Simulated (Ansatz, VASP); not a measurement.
# LiH in VASP and in Ansatz

```
CELL_PARAMETERS angstrom
0.00000 2.00862 2.00862
2.00862 0.00000 2.00862
2.00862 2.00862 0.00000
ATOMIC_POSITIONS crystal
Li 0.00000 0.00000 0.00000
H 0.50000 0.50000 0.50000
```

Alike in both runs: task single point; functional r2SCAN; k mesh 10 × 10 × 10; occupations gaussian, width 0.1 eV; no spin polarisation.

|  | VASP | Ansatz |
| --- | --- | --- |
| version | VASP 6.6.1 | Ansatz 0.2.0 |
| potentials or method | VASP PAW PBE potentials, release 64 (Li_sv, H), cutoff 520 eV | scalar-relativistic, plane waves, PAW |
| valence electrons in the cell | 4 | 4 |

Ansatz gave:

| Property | Result |
| --- | --- |
| gap on the k mesh at the Fermi level (eV) | 3.64 |
| least direct gap on the mesh (eV) | 3.64 |

What did VASP give for the same quantities?

gap on the k mesh at the Fermi level (eV): 3.59; least direct gap on the mesh (eV): 3.59.

VASP's potentials were made for PBE, not for r2SCAN. The functional is the same, so the differences come from potentials, cutoffs and numerics.

Noted on VASP's run: the cutoff is short for stress, so the pressure is rough.
